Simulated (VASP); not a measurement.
# Ni (P6/mmm) in VASP: notebook

Runs on Ni. Level: PBE. Tasks: relaxation of shape and atoms at fixed volume, single point.

Everything below comes from runs of VASP 6.6.1. Logs are shortened: lines on timing, memory, paths and dates and some standing lists are left out, and cuts for length are marked.

## Step 1: The cell of the first run

It takes space group P6/mmm (No. 191, hexagonal). Conventional cell: a = 1.915 Å, b = 1.915 Å, c = 1.866 Å, α = 90.00°, β = 90.00°, γ = 120.00°. Within 2.5 Å of Ni (site symmetry 6/mmm) lie 8 Ni at 1.87 to 1.92 Å.

## Step 2: Relaxation of shape and atoms at fixed volume, PBE, collinear spin, ferromagnetic start

File INCAR:

```
PREC = Accurate ; ENCUT = 600
EDIFF = 1E-6 ; ISMEAR = -1
SIGMA = 0.1 ; LREAL = False
LASPH = True ; NELM = 150
ALGO = Normal ; ISIF = 4
LWAVE = False ; LCHARG = False
ISPIN = 2 ; MAGMOM = 1
LORBIT = 11 ; LMAXMIX = 4
GGA = PE ; IBRION = 2
NSW = 50 ; EDIFFG = -0.005
```

File KPOINTS:

```
Automatic mesh
0
Gamma
  18 18 17
```

File POSCAR:

```
Ni
1.0
    1.9151280985      0.0000000000      0.0000000000
   -0.9575640493      1.6585495848      0.0000000000
    0.0000000000      0.0000000000      1.8664071273
Ni
1
Direct
    0.0000000000      0.0000000000      0.0000000000
```

Potentials or basis: VASP PAW PBE potentials, release 64 (Ni).

Command:

```sh
$ cat potpaw_PBE.64/Ni/POTCAR > POTCAR
$ mpirun -np 1 vasp_std > vasp.out
```

OUTCAR:

```text
PREC = Accurate
   ENCUT = 600
   EDIFF = 1E-6
   ISMEAR = -1
   LREAL = False
   LASPH = True
   NELM = 150
   ISIF = 4
   ISPIN = 2
   LORBIT = 11
   GGA = PE
   IBRION = 2
   NSW = 50
   EDIFFG = -0.005

 ion  position               nearest neighbor table
   1  0.000  0.000  0.000-

  LATTYP: Found a hexagonal cell.
 ALAT       =     1.9151280985
 C/A-ratio  =     0.9745599413

  Lattice vectors:

 A1 = (   1.9151280985,   0.0000000000,   0.0000000000)
 A2 = (  -0.9575640493,   1.6585495848,   0.0000000000)
 A3 = (   0.0000000000,   0.0000000000,   1.8664071273)

Analysis of symmetry for initial positions (statically):
=====================================================================
 Subroutine PRICEL returns:
 Original cell was already a primitive cell.

 Routine SETGRP: Setting up the symmetry group for a
 hexagonal supercell.

 Subroutine GETGRP returns: Found 24 space group operations
 (whereof 24 operations were pure point group operations)
 out of a pool of 24 trial point group operations.

The static configuration has the point symmetry D_6h.

Analysis of symmetry for dynamics (positions and initial velocities):
=====================================================================
 Subroutine PRICEL returns:
 Original cell was already a primitive cell.

 Routine SETGRP: Setting up the symmetry group for a
 hexagonal supercell.

 Subroutine GETGRP returns: Found 24 space group operations
 (whereof 24 operations were pure point group operations)
 out of a pool of 24 trial point group operations.

The dynamic configuration has the point symmetry D_6h.

Analysis of structural, dynamic, and magnetic symmetry:
=====================================================================
 Subroutine PRICEL returns:
 Original cell was already a primitive cell.

 Routine SETGRP: Setting up the symmetry group for a
 hexagonal supercell.

 Subroutine GETGRP returns: Found 24 space group operations
 (whereof 24 operations were pure point group operations)
 out of a pool of 24 trial point group operations.

The overall configuration has the point symmetry D_6h.

 Subroutine INISYM returns: Found 24 space group operations
 (whereof 24 operations are pure point group operations),
 and found     1 'primitive' translations

----------------------------------------------------------------------------------------

                                     Primitive cell

  volume of cell :       5.9283

  direct lattice vectors                    reciprocal lattice vectors
     1.915128099  0.000000000  0.000000000     0.522158283  0.301468225  0.000000000
    -0.957564049  1.658549585  0.000000000     0.000000000  0.602936451  0.000000000
     0.000000000  0.000000000  1.866407127     0.000000000  0.000000000  0.535788781

  length of vectors
     1.915128099  1.915128099  1.866407127     0.602936451  0.602936451  0.535788781

  position of ions in fractional coordinates (direct lattice)
     0.000000000  0.000000000  0.000000000

  ion indices of the primitive-cell ions
   primitive index   ion index
                 1           1

----------------------------------------------------------------------------------------

 KPOINTS: Automatic mesh

Automatic generation of k-mesh.
 Grid dimensions read from file:
 generate k-points for:   18   18   17

 Generating k-lattice:

  Cartesian coordinates                     Fractional coordinates (reciprocal lattice)
     0.029008794  0.016748235  0.000000000     0.055555556  0.000000000  0.000000000
     0.000000000  0.033496469  0.000000000     0.000000000  0.055555556  0.000000000
     0.000000000  0.000000000  0.031516987     0.000000000  0.000000000  0.058823529

  Length of vectors
     0.033496469  0.033496469  0.031516987

  Shift w.r.t. Gamma in fractional coordinates (k-lattice)
     0.000000000  0.000000000  0.000000000

 Subroutine IBZKPT returns following result:
 ===========================================

 Found    333 irreducible k-points:

 Following reciprocal coordinates:
            Coordinates               Weight
  0.000000  0.000000  0.000000      1.000000
  0.055556 -0.000000  0.000000      6.000000
  0.111111 -0.000000  0.000000      6.000000
  0.166667 -0.000000  0.000000      6.000000
  0.222222 -0.000000  0.000000      6.000000
  0.277778 -0.000000  0.000000      6.000000
[... 16 lines left out ...]
  0.333333  0.111111  0.000000     12.000000
  0.388889  0.111111  0.000000     12.000000
 [... further k-points ...]
   k-points           NKPTS =    333   k-points in BZ     NKDIM =    333   number of bands    NBANDS=     10
   number of dos      NEDOS =    301   number of ions     NIONS =      1
   total plane-waves  NPLWV =   4096
   dimension x,y,z NGX =    16 NGY =   16 NGZ =   16
   dimension x,y,z NGXF=    32 NGYF=   32 NGZF=   32
   ions per type =               1
   NGX,Y,Z   is equivalent  to a cutoff of  13.89, 13.89, 14.25 a.u.
   NGXF,Y,Z  is equivalent  to a cutoff of  27.78, 27.78, 28.50 a.u.
 SYSTEM =  unknown system
   PREC   = accura    normal or accurate (medium, high low for compatibility)
   ISTART =      0    job   : 0-new  1-cont  2-samecut
   ICHARG =      2    charge: 1-file 2-atom 10-const
   ISPIN  =      2    spin polarized calculation?
   LNONCOLLINEAR =      F non collinear calculations
   LSORBIT =      F    spin-orbit coupling
   LASPH  =      T    aspherical Exc in radial PAW
   ENCUT  =  600.0 eV  44.10 Ry    6.64 a.u.   3.82  3.82  3.73*2*pi/ulx,y,z
   NELM   =    150;   NELMIN=  2; NELMDL= -5     # of ELM steps
   EDIFF  = 0.1E-05   stopping-criterion for ELM
   LREAL  =      F    real-space projection
   EDIFFG = -.5E-02   stopping-criterion for IOM
   NSW    =     50    number of steps for IOM
   IBRION =      2    ionic relax: 0-MD 1-quasi-New 2-CG
   NFREE  =      1    steps in history (QN), initial steepest desc. (CG)
   ISIF   =      4    stress and relaxation
   ISYM   =      2    0-nonsym 1-usesym 2-fastsym
   POTIM  = 0.5000    time-step for ionic-motion
   TEBEG  =    0.0;   TEEND  =   0.0 temperature during run
   PSTRESS=    0.0 pullay stress
   NELECT =      10.0000    total number of electrons
   NUPDOWN=      -1.0000    fix difference up-down
   EMIN   =  10.00;   EMAX   =-10.00  energy-range for DOS
   EFERMI =   0.00;   METHOD = LEGACY
   ISMEAR =    -1;   SIGMA  =   0.10  broadening in eV -4-tet -1-fermi 0-gaus
   EFERMI_NEDOS =   21; number of points for ismear=-14 and -15
   IALGO  =     38    algorithm
   IMIX   =      4    mixing-type and parameters
     AMIX     =   0.40;   BMIX     =  1.00
     AMIX_MAG =   1.60;   BMIX_MAG =  1.00
  volume/ion in A,a.u.               =       5.93        40.01
  Fermi-wavevector in a.u.,A,eV,Ry     =   1.948785  3.682670 51.671705  3.797763
  Thomas-Fermi vector in A             =   2.976705
   LORBIT       =     11    0 simple, 1 ext, 2 COOP (PROOUT), +10 PAW based schemes
   GGA     = PE    functional components
   LHFCALC =     F    Hartree Fock is set to
   AEXX    =    0.0000 exact exchange contribution
   IVDW    =     0    specifies the selected vdW correction
   LEPSILON=     F    determine dielectric tensor
   LRPA    =     F    only Hartree local field effects (RPA)
 conjugate gradient relaxation of ions
 spin polarized calculation
  energy-cutoff  :      600.00
  volume of cell :        5.93
 maximum number of plane-waves:       207
 NGX is ok and might be reduce to    16
   NGX =  7   NGY =  7   NGZ =  7

--------------------------------------- Ionic step        1  -------------------------------------------

 number of electron      10.0000000 magnetization       1.0000000

 number of electron       9.9999995 magnetization       0.0021112

 number of electron       9.9999995 magnetization      -0.0013475

 Free energy of the ion-electron system (eV)
  ---------------------------------------------------
  ext. energy  EPLUGINS =         0.00000000
  ---------------------------------------------------
  free energy    TOTEN  =         0.45053059 eV

  energy without entropy =        0.47754903  energy(sigma->0) =        0.46403981

------------------------ aborting loop because EDIFF is reached ----------------------------------------

  FORCE on cell =-STRESS in cart. coord.  units (eV):
  Direction    XX          YY          ZZ          XY          YZ          ZX
  --------------------------------------------------------------------------------------
  -------------------------------------------------------------------------------------
  Total       22.4071817     22.4071817     19.1393726     -0.0000000     -0.0000000      0.0000000
  in kB     6055.7110733   6055.7110733   5172.5608276     -0.0000002     -0.0000000      0.0000000
  external PRESSURE =    5761.3276581 kB  Pullay stress =       0.0000000 kB
[... 96 lines left out ...]
--------------------------------------- Ionic step        4  -------------------------------------------

 number of electron       9.9999999 magnetization      -0.0000270

 number of electron       9.9999999 magnetization       0.0000420

 Free energy of the ion-electron system (eV)
  ---------------------------------------------------
  ext. energy  EPLUGINS =         0.00000000
  ---------------------------------------------------
  free energy    TOTEN  =         0.42150670 eV

  energy without entropy =        0.45042899  energy(sigma->0) =        0.43596784

 E-fermi :  21.7118     XC(G=0): -17.1868

 val. band max:       21.7089397517   @ k =   0.1111   0.1111   0.0588
 cond. band min:      21.7141828967   @ k =   0.1667   0.0556   0.0588
 fundamental gap:      0.0052431450
 Fermi energy:        21.7118455624

 spin component 1

 k-point     1 :       0.0000    0.0000    0.0000
  band No.  band energies     occupation
      1       7.7713      1.00000
      2      12.9451      1.00000
      3      16.9330      1.00000
      4      16.9330      1.00000
      5      22.0723      0.02648
      6      22.0723      0.02648
      7      50.0318      0.00000
      8      50.6971      0.00000
      9      60.4817      0.00000
     10      62.5192      0.00000
[... 287 lines left out ...]
 k-point    24 :       0.3889    0.1111    0.0000
  band No.  band energies     occupation
      1      12.1717      1.00000
      2      14.7151      1.00000
      3      18.1659      1.00000
      4      19.1473      1.00000
      5      21.2247      0.99239
      6      23.8212      0.00000
      7      34.0325      0.00000
      8      43.6830      0.00000
      9      57.7276      0.00000
     10      61.8012      0.00000

 [... further k-points ...]

 spin component 2

 k-point     1 :       0.0000    0.0000    0.0000
  band No.  band energies     occupation
      1       7.7713      1.00000
      2      12.9451      1.00000
      3      16.9330      1.00000
      4      16.9330      1.00000
      5      22.0723      0.02648
      6      22.0723      0.02648
      7      50.0318      0.00000
      8      50.6971      0.00000
      9      60.4817      0.00000
     10      62.5192      0.00000
[... 327 lines left out ...]
  FREE ENERGIE OF THE ION-ELECTRON SYSTEM (eV)
  ---------------------------------------------------
  free  energy   TOTEN  =         0.4215067003 eV

  energy  without entropy=        0.4504289872  energy(sigma->0) =        0.43596784

 reached required accuracy - stopping structural energy minimisation

 total charge

# of ion       s       p       d       tot
------------------------------------------
    1        0.919   1.292   9.195  11.406

 magnetization (x)

# of ion       s       p       d       tot
------------------------------------------
    1        0.000   0.000  -0.000  -0.000
```

Run time: 36 s. Hardware: 1 thread of Intel Xeon 6975P-C (Granite Rapids), shared host; peak memory 0.16 GiB.

What came out:

* Free energy: 0.4215 eV
* Energy gained by relaxing: 29.0 meV/atom
* Ionic steps: 4
* Pressure after relaxing: 573.6 GPa
* Band gap on the k mesh: zero (filled and empty bands overlap)
* Net moment: 0.00 μB per cell

Step by step:
| step | energy change (eV) | largest force (eV/Å) | pressure (GPa) | volume (Å³) |
| --- | --- | --- | --- | --- |
| 1 | 0.0000 | 0.0000 | 576.13 | 5.93 |
| 2 | 0.7077 | 0.0000 | 590.02 | 5.93 |
| 3 | -0.0288 | 0.0000 | 573.81 | 5.93 |
| 4 | -0.0290 | 0.0000 | 573.59 | 5.93 |

Final structure:
```yaml
crystal:
  lattice:
    - [1.93226, 0.00000, 0.00000]
    - [-0.96613, 1.67338, 0.00000]
    - [0.00000, 0.00000, 1.83347]
  atoms:
    - { symbol: Ni, position: [0.00000, 0.00000, 0.00000] }
```

## Step 3: Single point, PBE, collinear spin, ferromagnetic start

This run uses another cell than the first one, of 8.30 Å³/atom, 1.400 times its volume.

File INCAR:

```
SYSTEM = Ni
ALGO = Normal ; EDIFF = 1E-6
ENCUT = 590 ; GGA = PE
GGA_COMPAT = .FALSE. ; ISIF = 2
ISMEAR = -1 ; ISPIN = 2
LASPH = .TRUE. ; LCHARG = .TRUE.
LELF = .TRUE. ; LMAXMIX = 4
LORBIT = 11 ; LREAL = .FALSE.
LVHAR = .TRUE. ; LWAVE = .FALSE.
MAGMOM = 1 ; NBANDS = 19
NELM = 200 ; PREC = Accurate
SIGMA = 0.1
```

File KPOINTS:

```
k-points
0
G
  18 18 17
  0 0 0
```

File POSCAR:

```
Ni
1.0
    2.1531791627      0.0000000000      0.0000000000
   -1.0765895813      1.8647078538      0.0000000000
    0.0000000000      0.0000000000      2.0671392810
Ni
1
Direct
    0.0000000000      0.0000000000      0.0000000000
```

Potentials or basis: VASP PAW PBE potentials, release 64 (Ni_sv_GW).

Command:

```sh
$ cat potpaw_PBE.64/Ni_sv_GW/POTCAR > POTCAR
$ mpirun -np 1 vasp_std > vasp.out
```

It took 91 s on 1 thread of Intel Xeon Platinum 8375C at 2.90GHz (Ice Lake), shared host; peak memory 0.23 GiB.

It converged, with:

```yaml
Free_energy: -4.9649 eV
Pressure: 131.4 GPa
Band_gap_on_the_k_mesh: zero (filled and empty bands overlap)
Net_moment: 0.00 μB per cell
Valence_electrons_inside_the_program's_atomic_spheres: Ni 16.80
```

Stress tensor (GPa, compression positive):
```
131.23   0.00   0.00
  0.00 131.23   0.00
  0.00   0.00 131.73
```

Levels at points of the mesh, in eV from the Fermi level:
Spin up:
```
           k point  band 6  band 7  band 8  band 9  band 10  band 11  band 12  band 13
(0.00, 0.00, 0.00)   -5.50   -2.93   -2.93    0.21     0.21    23.46    26.11    29.91
(0.50, 0.00, 0.00)   -4.49   -1.71   -0.89   -0.18     0.39     8.11    20.87    28.24
```
Spin down:
```tsv
k point	band 6	band 7	band 8	band 9	band 10	band 11	band 12	band 13
(0.00, 0.00, 0.00)	-5.49	-2.93	-2.93	0.21	0.21	23.46	26.11	29.91
(0.50, 0.00, 0.00)	-4.49	-1.71	-0.89	-0.17	0.39	8.12	20.87	28.24
```

## Step 4: Single point, PBE, collinear spin, ferromagnetic start

This run uses another cell than the first one, of 4.74 Å³/atom, 0.800 times its volume.

File INCAR:

```
SYSTEM = Ni
  PREC = Accurate
  ENCUT = 590
  EDIFF = 1E-6
  ISMEAR = -1
  SIGMA = 0.1
  LREAL = .FALSE.
  LASPH = .TRUE.
  NELM = 200
  ALGO = Normal
  ISIF = 2
  LWAVE = .FALSE.
  LCHARG = .FALSE.
  ISPIN = 2
  MAGMOM = 1
  LORBIT = 11
  LMAXMIX = 4
  GGA = PE
  NBANDS = 19
  GGA_COMPAT = .FALSE.
```

File KPOINTS:

```
regular mesh
0
G
  18 18 17
  0 0 0
```

File POSCAR:

```
Ni
1.0
    1.7956181332      0.0000000000      0.0000000000
   -0.8978090666      1.5550509188      0.0000000000
    0.0000000000      0.0000000000      1.6984941785
Ni
1
Direct
    0.0000000000      0.0000000000      0.0000000000
```

Command:

```sh
$ cat potpaw_PBE.64/Ni_sv_GW/POTCAR > POTCAR
$ mpirun -np 1 vasp_std > vasp.out
```

Wall time 27 s (1 thread of Intel Xeon 6975P-C (Granite Rapids), shared host); peak memory 0.18 GiB.

The run converged, but its numbers aren't listed here, since they failed a check.
